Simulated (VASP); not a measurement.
Input of a VASP 6.6.1 run:

The input INCAR:

```
SYSTEM = Nb
ALGO = Normal
EDIFF = 1E-6
ENCUT = 500
GGA = PE
GGA_COMPAT = .FALSE.
ISIF = 2
ISMEAR = -1
LASPH = .TRUE.
LCHARG = .TRUE.
LELF = .TRUE.
LREAL = .FALSE.
LVHAR = .TRUE.
LWAVE = .FALSE.
NBANDS = 20
NELM = 120
PREC = Accurate
SIGMA = 0.1
```

The input KPOINTS:

```
k-points
0
G
  5 5 5
  0 0 0
```

The input POSCAR:

```
Nb
1.0
    0.0000000000      2.9580223095      2.9580223095
    2.9580223095      0.0000000000      2.9580223095
    2.9580223095      2.9580223095      0.0000000000
Nb
2
Direct
    0.1250000000      0.1250000000      0.1250000000
    0.8750000000      0.8750000000      0.8750000000
```

Potentials or basis: VASP PAW PBE potentials, release 64 (Nb_sv).

The run is started by

```sh
$ cat potpaw_PBE.64/Nb_sv/POTCAR > POTCAR
$ mpirun -np 1 vasp_std > vasp.out
```

Problem. What does it give for the pressure?

Solution. 0.4 GPa.

Problem. What does it give for the band gap on the k mesh?

Solution. Zero (band 13 reaches 6.93 eV, above the bottom of band 14 at 6.14 eV).

Caveat: the k points lie up to 0.37 Å⁻¹ apart.
